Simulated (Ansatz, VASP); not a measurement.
# Al: VASP beside Ansatz

The input INCAR:

```
SYSTEM = Al
  ALGO = Normal
  EDIFF = 1E-6
  ENCUT = 520
  GGA = PE
  ISIF = 2
  ISMEAR = 0
  LASPH = .TRUE.
  LCHARG = .TRUE.
  LELF = .TRUE.
  LREAL = .FALSE.
  LVHAR = .TRUE.
  LWAVE = .FALSE.
  NBANDS = 8
  NELM = 100
  PREC = Accurate
  SIGMA = 0.1
```

File KPOINTS:

```
k-points
0
G
  8 8 8
  0 0 0
```

File POSCAR:

```
Al
1.0
    0.0000000000      2.0194648500      2.0194648500
    2.0194648500      0.0000000000      2.0194648500
    2.0194648500      2.0194648500      0.0000000000
Al
1
Direct
    0.0000000000      0.0000000000      0.0000000000
```

Input for Ansatz:

```yaml
crystal:
  lattice:
    - [0.0, 2.01946485, 2.01946485]
    - [2.01946485, 0.0, 2.01946485]
    - [2.01946485, 2.01946485, 0.0]
  atoms:
    - { symbol: Al, position: [0.0, 0.0, 0.0] }
basis:
  ecutwfc: 420
kpoints:
  mp_grid: { grid: [8, 8, 8] }
hamiltonian:
  xc: pbe
scf:
  occupations: { method: gaussian, width: 0.1 }
output:
  forces: true
  stress: true
  eigenvalues: true
```

Alike in both runs: task single point; functional PBE; k mesh 8 × 8 × 8; occupations gaussian, width 0.1 eV; no spin polarisation.

|  | VASP | Ansatz |
| --- | --- | --- |
| version | VASP 6.6.1 | Ansatz 0.2.0 |
| potentials or method | VASP PAW PBE potentials, release 64 (Al), cutoff 520 eV | scalar-relativistic, plane waves, PAW |
| valence electrons in the cell | 3 | 3 |

```tsv
	VASP	Ansatz	Ansatz less VASP
gap on the k mesh at the Fermi level (eV)	none	none	-
pressure (GPa)	0.2	0.2	+0.04
```

A gap of «none» marks a metal or a gap that the smearing closes. The functional is the same, so the differences come from potentials, cutoffs and numerics.
